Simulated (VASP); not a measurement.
A run of VASP 6.6.1 is set up as follows.

The input INCAR:

```
PREC = Accurate
ENCUT = 600
EDIFF = 1E-6
ISMEAR = 0
SIGMA = 0.2
LREAL = False
LASPH = True
NELM = 200
ALGO = Normal
ISIF = 2
LWAVE = False
LCHARG = False
GGA = PE
NBANDS = 12
GGA_COMPAT = False
LMAXMIX = 6
```

KPOINTS

```
Automatic mesh
0
Gamma
  6 6 6
```

POSCAR

```
ErBe
1.0
    0.0000000000      3.0562115477      3.0562115477
    3.0562115477      0.0000000000      3.0562115477
    3.0562115477      3.0562115477      0.0000000000
Er Be
1 1
Direct
    0.2500000000      0.2500000000      0.2500000000
    0.5000000000      0.5000000000      0.5000000000
```

Potentials or basis: VASP PAW PBE potentials, release 64 (Er_3, Be), 4f in core.

Command:

```sh
$ cat potpaw_PBE.64/Er_3/POTCAR potpaw_PBE.64/Be/POTCAR > POTCAR
$ mpirun -np 1 vasp_std > vasp.out
```

(1) What does it give for the pressure?

(2) Estimate the band gap on the k mesh.

Results:

(1) 0.2 GPa.

(2) zero (an odd number of electrons rules out a gap without spin polarisation).

Caveat: spin-orbit coupling is left out, which moves the levels of the heavy elements; the 4f electrons are frozen in the core, so they carry no moment and show no levels.
